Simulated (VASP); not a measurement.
# Ru (P6_3/mmc) in VASP: notebook

The runs below take Ru through single point, relaxation of cell and atoms, with LDA.

Program: VASP 6.6.1. These are calculated values, not measurements. Logs are shortened: lines on timing, memory, paths and dates and some standing lists are left out, and cuts for length are marked.

### 1 The cell of the first run

Symmetry: P6_3/mmc, No. 194, hexagonal system. The conventional cell has a = 2.673 Å, b = 2.673 Å, c = 4.229 Å, α = 90.00°, β = 90.00°, γ = 120.00°. Ru (site symmetry -6m2) has 12 Ru at 2.62 to 2.67 Å within 3.5 Å.

### 2 Single point, LDA

INCAR

```
  ALGO = Normal
  EDIFF = 1E-7
  ENCUT = 520
  ISIF = 2
  ISMEAR = -1
  LASPH = T
  LCHARG = F
  LREAL = F
  LWAVE = F
  NBANDS = 21
  NELM = 100
  PREC = Accurate
  SIGMA = 0.05
```

KPOINTS

```
k-points
0
Gamma
  11 11 6
```

POSCAR

```
Ru
1.0
    2.6733397422      0.0000000000      0.0000000000
   -1.3366698711      2.3151801297      0.0000000000
    0.0000000000      0.0000000000      4.2294868611
Ru
2
Direct
    0.3333333333      0.6666666667      0.2500000000
    0.6666666667      0.3333333333      0.7500000000
```

Potentials or basis: VASP PAW LDA potentials, release 64 (Ru_pv).

Launch:

```
$ cat potpaw_LDA.64/Ru_pv/POTCAR > POTCAR
$ mpirun -np 1 vasp_std > vasp.out
```

OUTCAR:

```text
EDIFF = 1E-7
   ENCUT = 520
   ISIF = 2
   ISMEAR = -1
   LASPH = T
   LREAL = F
   NELM = 100
   PREC = Accurate

 ion  position               nearest neighbor table
   1  0.333  0.667  0.250-   2 2.62   2 2.62   2 2.62   2 2.62   2 2.62   2 2.62
   2  0.667  0.333  0.750-   1 2.62   1 2.62   1 2.62   1 2.62   1 2.62   1 2.62

  LATTYP: Found a hexagonal cell.
 ALAT       =     2.6733397422
 C/A-ratio  =     1.5820985243

  Lattice vectors:

 A1 = (   2.6733397422,   0.0000000000,   0.0000000000)
 A2 = (  -1.3366698711,   2.3151801297,   0.0000000000)
 A3 = (   0.0000000000,   0.0000000000,   4.2294868611)

Analysis of symmetry for initial positions (statically):
=====================================================================
 Subroutine PRICEL returns:
 Original cell was already a primitive cell.

 Routine SETGRP: Setting up the symmetry group for a
 hexagonal supercell.

 Subroutine GETGRP returns: Found 24 space group operations
 (whereof 12 operations were pure point group operations)
 out of a pool of 24 trial point group operations.

The static configuration has the point symmetry D_3d.
 The point group associated with its full space group is D_6h.

Analysis of symmetry for dynamics (positions and initial velocities):
=====================================================================
 Subroutine PRICEL returns:
 Original cell was already a primitive cell.

 Routine SETGRP: Setting up the symmetry group for a
 hexagonal supercell.

 Subroutine GETGRP returns: Found 24 space group operations
 (whereof 12 operations were pure point group operations)
 out of a pool of 24 trial point group operations.

The dynamic configuration has the point symmetry D_3d.
 The point group associated with its full space group is D_6h.

 Subroutine INISYM returns: Found 24 space group operations
 (whereof 12 operations are pure point group operations),
 and found     1 'primitive' translations

----------------------------------------------------------------------------------------

                                     Primitive cell

  volume of cell :      26.1774

  direct lattice vectors                    reciprocal lattice vectors
     2.673339742  0.000000000  0.000000000     0.374063941  0.215965917  0.000000000
    -1.336669871  2.315180130  0.000000000     0.000000000  0.431931834  0.000000000
     0.000000000  0.000000000  4.229486861     0.000000000  0.000000000  0.236435301
[... 74 lines left out ...]
 SYSTEM =  unknown system
   PREC   = accura    normal or accurate (medium, high low for compatibility)
   ISTART =      0    job   : 0-new  1-cont  2-samecut
   ICHARG =      2    charge: 1-file 2-atom 10-const
   ISPIN  =      1    spin polarized calculation?
   LNONCOLLINEAR =      F non collinear calculations
   LSORBIT =      F    spin-orbit coupling
   LASPH  =      T    aspherical Exc in radial PAW
   ENCUT  =  520.0 eV  38.22 Ry    6.18 a.u.   4.97  4.97  7.86*2*pi/ulx,y,z
   NELM   =    100;   NELMIN=  2; NELMDL= -5     # of ELM steps
   EDIFF  = 0.1E-06   stopping-criterion for ELM
   LREAL  =      F    real-space projection
   EDIFFG = 0.1E-05   stopping-criterion for IOM
   NSW    =      0    number of steps for IOM
   IBRION =     -1    ionic relax: 0-MD 1-quasi-New 2-CG
   NFREE  =      0    steps in history (QN), initial steepest desc. (CG)
   ISIF   =      2    stress and relaxation
   ISYM   =      2    0-nonsym 1-usesym 2-fastsym
   POTIM  = 0.5000    time-step for ionic-motion
   TEBEG  =    0.0;   TEEND  =   0.0 temperature during run
   PSTRESS=    0.0 pullay stress
   NELECT =      28.0000    total number of electrons
   NUPDOWN=      -1.0000    fix difference up-down
   EMIN   =  10.00;   EMAX   =-10.00  energy-range for DOS
   EFERMI =   0.00;   METHOD = LEGACY
   ISMEAR =    -1;   SIGMA  =   0.05  broadening in eV -4-tet -1-fermi 0-gaus
   EFERMI_NEDOS =   21; number of points for ismear=-14 and -15
   IALGO  =     38    algorithm
   IMIX   =      4    mixing-type and parameters
     AMIX     =   0.40;   BMIX     =  1.00
     AMIX_MAG =   1.60;   BMIX_MAG =  1.00
  volume/ion in A,a.u.               =      13.09        88.33
  Fermi-wavevector in a.u.,A,eV,Ry     =   1.674244  3.163862 38.138375  2.803091
  Thomas-Fermi vector in A             =   2.759073
   LORBIT       =      0    0 simple, 1 ext, 2 COOP (PROOUT), +10 PAW based schemes
   GGA     = CA    functional components
   LHFCALC =     F    Hartree Fock is set to
   AEXX    =    0.0000 exact exchange contribution
   IVDW    =     0    specifies the selected vdW correction
   LEPSILON=     F    determine dielectric tensor
   LRPA    =     F    only Hartree local field effects (RPA)
 non-spin polarized calculation
  energy-cutoff  :      520.00
  volume of cell :       26.18
 maximum number of plane-waves:       718
 NGX is ok and might be reduce to    20
   NGX =  9   NGY =  9   NGZ = 15

 number of electron      27.9999992 magnetization

 Free energy of the ion-electron system (eV)
  ---------------------------------------------------
  ext. energy  EPLUGINS =         0.00000000
  ---------------------------------------------------
  free energy    TOTEN  =       -21.38614789 eV

  energy without entropy =      -21.37020807  energy(sigma->0) =      -21.37817798

 E-fermi :  13.3095     XC(G=0): -14.6065

 val. band max:       13.2909653626   @ k =   0.2727  -0.0000   0.0000
 cond. band min:      13.3240963738   @ k =   0.2727   0.1818   0.1667
 fundamental gap:      0.0331310112
 Fermi energy:        13.3095123452

 k-point     1 :       0.0000    0.0000    0.0000
  band No.  band energies     occupation
      1     -30.2280      2.00000
      2     -29.1573      2.00000
      3     -29.1573      2.00000
      4     -28.9635      2.00000
      5     -28.9635      2.00000
      6     -28.9162      2.00000
[... 565 lines left out ...]
     20      23.3244      0.00000
     21      25.4686      0.00000

 [... further k-points ...]
[... 5 lines left out ...]
  --------------------------------------------------------------------------------------
  -------------------------------------------------------------------------------------
  Total        0.1510642      0.1510642      0.1816837     -0.0000000      0.0000000     -0.0000000
  in kB        9.2458210      9.2458210     11.1198751     -0.0000000      0.0000000     -0.0000000
  external PRESSURE =       9.8705057 kB  Pullay stress =       0.0000000 kB

 VOLUME and BASIS-vectors are now :
 -----------------------------------------------------------------------------
  energy-cutoff  :      520.00
  volume of cell :       26.18
      direct lattice vectors                 reciprocal lattice vectors
     2.673339742  0.000000000  0.000000000     0.374063941  0.215965917  0.000000000
    -1.336669871  2.315180130  0.000000000     0.000000000  0.431931834  0.000000000
     0.000000000  0.000000000  4.229486861     0.000000000  0.000000000  0.236435301

 POSITION                                       TOTAL-FORCE (eV/Angst)
 -----------------------------------------------------------------------------------
     -0.00000      1.54345      1.05737         0.000000     -0.000000      0.000000
      1.33667      0.77173      3.17212        -0.000000      0.000000      0.000000
 -----------------------------------------------------------------------------------
    total drift:                                0.000000     -0.000000      0.000000

  FREE ENERGIE OF THE ION-ELECTRON SYSTEM (eV)
  ---------------------------------------------------
  free  energy   TOTEN  =       -21.3861478854 eV

  energy  without entropy=      -21.3702080714  energy(sigma->0) =      -21.37817798
```

OSZICAR:

```text
N       E                     dE             d eps       ncg     rms          rms(c)
DAV:   1     0.286837772211E+03    0.28684E+03   -0.17395E+04  2688   0.149E+03
DAV:   2    -0.169422318856E+02   -0.30378E+03   -0.29413E+03  2756   0.447E+02
DAV:   3    -0.227929536769E+02   -0.58507E+01   -0.58193E+01  3208   0.698E+01
DAV:   4    -0.228367649508E+02   -0.43811E-01   -0.43748E-01  3247   0.580E+00
DAV:   5    -0.228373541680E+02   -0.58922E-03   -0.58508E-03  3082   0.595E-01    0.201E+01
DAV:   6    -0.214917976207E+02    0.13456E+01   -0.30350E+00  3068   0.167E+01    0.553E+00
DAV:   7    -0.213978580217E+02    0.93940E-01   -0.45234E-01  3103   0.479E+00    0.116E+00
DAV:   8    -0.213872826659E+02    0.10575E-01   -0.15838E-02  2903   0.122E+00    0.477E-01
DAV:   9    -0.213861232963E+02    0.11594E-02   -0.11246E-03  3043   0.366E-01    0.290E-02
DAV:  10    -0.213861476354E+02   -0.24339E-04   -0.24088E-05  3058   0.518E-02    0.999E-03
DAV:  11    -0.213861479135E+02   -0.27806E-06   -0.43027E-06  2993   0.199E-02    0.189E-03
DAV:  12    -0.213861478854E+02    0.28107E-07   -0.62090E-08  1944   0.236E-03
   1 F= -.21386148E+02 E0= -.21378178E+02  d E =-.159398E-01
```

It took 15 s on 1 thread of Intel Xeon Platinum 8488C (Sapphire Rapids), shared host; peak memory 0.14 GiB.

Results:

* Free energy: -21.3861 eV
* Pressure: 1.0 GPa
* Band gap on the k mesh: zero (bands 14 and 15 overlap by 3.26 eV)

Levels at points of the mesh, in eV from the Fermi level:
```csv
k point,band 10,band 11,band 12,band 13,band 14,band 15,band 16,band 17,band 18,band 19
"(0.00, 0.00, 0.00)",-2.69,-2.50,-1.96,-1.96,-1.40,-1.40,1.33,1.33,1.41,10.01
"(0.00, 0.00, 0.50)",-2.86,-2.86,-2.86,-2.77,-2.77,0.66,0.66,0.66,0.66,10.01
```

### 3 Relaxation of cell and atoms, LDA

This run uses another cell than the first one, of 13.57 Å³/atom.

INCAR

```
  PREC = Accurate
  ENCUT = 600
  EDIFF = 1E-6
  ISMEAR = -1
  SIGMA = 0.05
  LREAL = F
  LASPH = T
  NELM = 100
  ALGO = Normal
  ISIF = 3
  LWAVE = F
  LCHARG = F
  IBRION = 2
  NSW = 80
  EDIFFG = -0.02
```

KPOINTS

```
Automatic mesh
0
Gamma
  11 11 6
```

POSCAR

```
Ru
1.0
    2.7058000000      0.0000000000      0.0000000000
   -1.3529000000      2.3432915376      0.0000000000
    0.0000000000      0.0000000000      4.2819000000
Ru
2
Direct
    0.3333330000      0.6666670000      0.2500000000
    0.6666670000      0.3333330000      0.7500000000
```

Potentials or basis: VASP PAW LDA potentials, release 64 (Ru_pv).

Launch:

```
$ cat potpaw_LDA.64/Ru_pv/POTCAR > POTCAR
$ mpirun -np 1 vasp_std > vasp.out
```

Wall time 49 s (1 thread of Intel Xeon Platinum 8488C (Sapphire Rapids), shared host); peak memory 0.17 GiB.

It converged, with:

```
Free energy                           : -21.3872 eV
Relaxed volume                        : 13.13 Å³/atom
Relaxed cell                          : a = 2.676 Å, b = 2.676 Å, c = 4.232 Å, α = 90.00°, β = 90.00°, γ = 120.00°
Space group after relaxing (to 0.1 Å) : P6_3/mmc (No. 194)
Energy gained by relaxing             : 16.6 meV/atom
Ionic steps                           : 4
Pressure after relaxing               : -0.1 GPa
Band gap on the k mesh                : zero (bands 14 and 15 overlap by 3.25 eV)
```

Stress tensor (GPa, compression positive):
```
-0.20  0.00  0.00
 0.00 -0.20  0.00
 0.00  0.00  0.16
```

Step by step:
| step | energy change (eV) | largest force (eV/Å) | pressure (GPa) | volume (Å³) |
| --- | --- | --- | --- | --- |
| 1 | 0.0000 | 0.0000 | -11.44 | 27.15 |
| 2 | 0.3705 | 0.0000 | 52.54 | 23.51 |
| 3 | -0.0332 | 0.0000 | -0.58 | 26.29 |
| 4 | -0.0333 | 0.0000 | -0.08 | 26.25 |

Final structure:
```
Ru
1.0
     2.67641    0.00000    0.00000
    -1.33821    2.31784    0.00000
     0.00000    0.00000    4.23217
Ru
2
Cartesian
  0.0000 1.5452 1.0580
  1.3382 0.7726 3.1741
```

Levels at points of the mesh, in eV from the Fermi level:
```tsv
k point	band 12	band 13	band 14	band 15	band 16	band 17
(0.00, 0.00, 0.00)	-1.95	-1.95	-1.40	-1.40	1.33	1.33
(0.00, 0.00, 0.50)	-2.85	-2.76	-2.76	0.66	0.66	0.66
```

The gap in the log of VASP goes by the Fermi energy; the results here count the filled bands.